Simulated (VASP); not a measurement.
## TiO2: single point with PBEsol

The system is TiO2.

```
CELL_PARAMETERS angstrom
1.49733 0.86448 6.98154
-1.49733 0.86448 6.98154
0.00000 -1.72897 6.98154
ATOMIC_POSITIONS crystal
Ti 0.00000 0.00000 0.00000
O 0.37953 0.37953 0.37953
O 0.62047 0.62047 0.62047
```

```json
{
  "Program": "VASP 6.6.1",
  "Task": "single point",
  "Functional": "PBEsol",
  "Potentials or basis": "VASP PAW PBE potentials, release 64 (Ti_sv, O)",
  "Cutoff": "520 eV",
  "k mesh": "7 × 7 × 7",
  "Occupations": "fermi-dirac, width 0.05 eV",
  "Spin": "no spin polarisation"
}
```

| Item | Value |
| --- | --- |
| Pressure | -3.9 GPa |
| Largest force | 0.386 eV/Å |
| Band gap on the k mesh | 2.63 eV, indirect (least direct gap 2.83 eV) |

Forces on the atoms (eV/Å):
```
Ti   0.000  0.000  0.000
O    0.000  0.000 -0.386
O    0.000  0.000  0.386
```

Stress tensor (GPa, compression positive):
```
-4.62  0.00  0.00
 0.00 -4.62  0.00
 0.00  0.00 -2.34
```

Levels at points of the mesh, in eV from the valence-band top:
| k point | band 9 | band 10 | band 11 | band 12 | band 13 | band 14 | band 15 | band 16 |
| --- | --- | --- | --- | --- | --- | --- | --- | --- |
| (0.00, 0.00, 0.00) | -3.64 | -0.63 | -0.20 | -0.20 | 2.63 | 2.63 | 4.34 | 6.84 |

Wall time 4.1 min on 1 thread of Intel(R) Xeon(R) Platinum 8259CL CPU @ 2.50GHz (Skylake/Cascade Lake), with other jobs on the host, peak memory 0.39 GiB.

Caveat: the PAW data sets were made with another functional, which shifts forces and pressure a little. A k mesh can miss the band edges.
